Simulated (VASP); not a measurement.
Runs of VASP 6.6.1 on CdBr6. The structure is that of space group Im-3m (No. 229), or close to it. The cells are those of the table. 

```tsv
task	cell	k mesh	cutoff (eV)	k mesh for the DOS	occupations for the DOS	gap on the mesh (eV)	pressure (GPa)	largest force (eV/Å)
single point	a = 6.997 Å, angles 109.5°, 7 atoms	8 × 8 × 8	520	-	-	none	0.0	0.02
relaxation of cell and atoms	relaxed from a = 7.144 Å, angles 109.5°, 7 atoms	4 × 4 × 4	600	-	-	none	-0.1	0.02
single point	a = 6.997 Å, angles 109.5°, 7 atoms	4 × 4 × 4	520	-	-	none	0.1	0.02
single point	a = 7.144 Å, angles 109.5°, 7 atoms	4 × 4 × 4	520	-	-	none	(a)	0.67
```

Alike in all rows: level PBE; potentials or basis VASP PAW PBE potentials, release 64 (Cd, Br); no spin polarisation; smearing gaussian 0.1 eV.

Question: Estimate the missing entries.

Answer: (a) -0.7.

A k mesh can miss the band edges, and the runs leave out spin-orbit coupling on Br, Cd.

A gap of «none» marks levels without a gap at the run's occupations.
